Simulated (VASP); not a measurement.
Here is a VASP 6.6.1 calculation.

The input INCAR:

```
SYSTEM = La
  PREC = Accurate
  ENCUT = 520
  EDIFF = 1E-6
  ISMEAR = 0
  SIGMA = 0.05
  LREAL = .False.
  LASPH = .True.
  NELM = 80
  ALGO = Normal
  ISIF = 2
  LWAVE = .False.
  LCHARG = .False.
  GGA = PE
  NBANDS = 18
```

The input KPOINTS:

```
regular mesh
0
Gamma
  6 6 4
  0 0 0
```

The input POSCAR:

```
La
1.0
    3.7509925602      0.0000000000      0.0000000000
   -1.8754962801      3.2484548466      0.0000000000
    0.0000000000      0.0000000000      6.1266211817
La
2
Direct
    0.3333333333      0.6666666667      0.7500000000
    0.6666666667      0.3333333333      0.2500000000
```

Potentials or basis: VASP PAW PBE potentials, release 64 (La).

Run with:

```sh
$ cat potpaw_PBE.64/La/POTCAR > POTCAR
$ mpirun -np 1 vasp_std > vasp.out
```

Problem. Predict the pressure.

Solution. 0.3 GPa.

Problem. Predict the band gap on the k mesh.

Solution. Zero (bands 11 and 12 overlap by 1.47 eV).

Caveat: spin-orbit coupling is left out, which moves the levels of the heavy elements.
